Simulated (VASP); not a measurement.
Set up this calculation in VASP 6.6.1, as the native input.

```
Task                   : electric field gradients
Functional             : LDA
Potentials or basis    : VASP PAW LDA potentials, release 64 (Y_sv, Se)
Cutoff                 : 520 eV
k mesh                 : 7 × 7 × 7
Occupations            : fermi-dirac, width 0.03 eV
Spin                   : no spin polarisation
Dipole correction      : no
Further INCAR settings : ALGO = Normal; EDIFF = 1e-08; NBANDS = 16
```

The structure of YSe lies in POSCAR:

```
YSe
1.0
    0.0000000000      2.8557041166      2.8557041166
    2.8557041166      0.0000000000      2.8557041166
    2.8557041166      2.8557041166      0.0000000000
Y Se
1 1
Direct
    0.0000000000      0.0000000000      0.0000000000
    0.5000000000      0.5000000000      0.5000000000
```

This cell differs from its parent crystal: volume scaled by 0.98.

These files were run (other wordings do the same):

INCAR

```
SYSTEM = YSe
PREC = Accurate
ENCUT = 520
EDIFF = 1E-8
ISMEAR = -1
SIGMA = 0.03
LREAL = .FALSE.
LASPH = .TRUE.
NELM = 100
ALGO = Normal
ISIF = 2
LWAVE = .FALSE.
LCHARG = .FALSE.
LEFG = .TRUE.
NBANDS = 16
```

KPOINTS

```
Automatic mesh
0
G
  7 7 7
  0 0 0
```

Potentials or basis: VASP PAW LDA potentials, release 64 (Y_sv, Se).

Run with:

```sh
$ cat potpaw_LDA.64/Y_sv/POTCAR potpaw_LDA.64/Se/POTCAR > POTCAR
$ mpirun -np 1 vasp_std > vasp.out
```

It gave:

```yaml
Pressure: -3.0 GPa
```

Caveat: without QUAD_EFG the Cq values of the log hold for a quadrupole moment of 1 mb, not for the nuclei.

Wall time 17 s on 1 thread of Intel(R) Xeon(R) Platinum 8259CL CPU @ 2.50GHz (Skylake/Cascade Lake), on a shared host, peak memory 0.17 GiB.
